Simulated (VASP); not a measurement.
# Li2S: single point with r2SCAN

The system is Li2S.

```
Li S
1.0
     0.00000    2.93632    2.93632
     2.93632    0.00000    2.93632
     2.93632    2.93632    0.00000
Li S
2 1
Direct
  0.25000 0.25000 0.25000
  0.75000 0.75000 0.75000
  0.00000 0.00000 0.00000
```

This cell differs from its parent crystal: volume scaled by 1.10.

| Quantity | Value |
| --- | --- |
| Program | VASP 6.6.1 |
| Task | single point |
| Functional | r2SCAN |
| Potentials or basis | VASP PAW PBE potentials, release 64 (Li_sv, S) |
| Cutoff | 830 eV |
| k mesh | 8 × 8 × 8 |
| Occupations | gaussian, width 0.02 eV |
| Spin | no spin polarisation |

```
Pressure               : -3.6 GPa
Band gap on the k mesh : 3.90 eV, indirect (least direct gap 4.55 eV)
```

Levels at points of the mesh, in eV from the valence-band top:
| k point | band 2 | band 3 | band 4 | band 5 | band 6 | band 7 | band 8 | band 9 | band 10 | band 11 |
| --- | --- | --- | --- | --- | --- | --- | --- | --- | --- | --- |
| (0.00, 0.00, 0.00) | -45.76 | -11.25 | 0.00 | 0.00 | 0.00 | 4.55 | 6.85 | 6.85 | 6.85 | 11.51 |
| (0.50, 0.00, 0.00) | -45.77 | -10.88 | -2.60 | -0.45 | -0.45 | 6.51 | 7.13 | 7.13 | 8.64 | 13.30 |
| (0.50, 0.50, 0.00) | -45.77 | -10.77 | -1.97 | -1.26 | -1.26 | 3.90 | 7.62 | 11.45 | 11.45 | 12.31 |

Wall time 2 min on 1 thread of Intel(R) Xeon(R) Platinum 8488C (Sapphire Rapids) (shared host), peak memory 0.27 GiB.

Caveat: the PAW data sets were made with another functional, which shifts forces and pressure a little. A k mesh can miss the band edges.
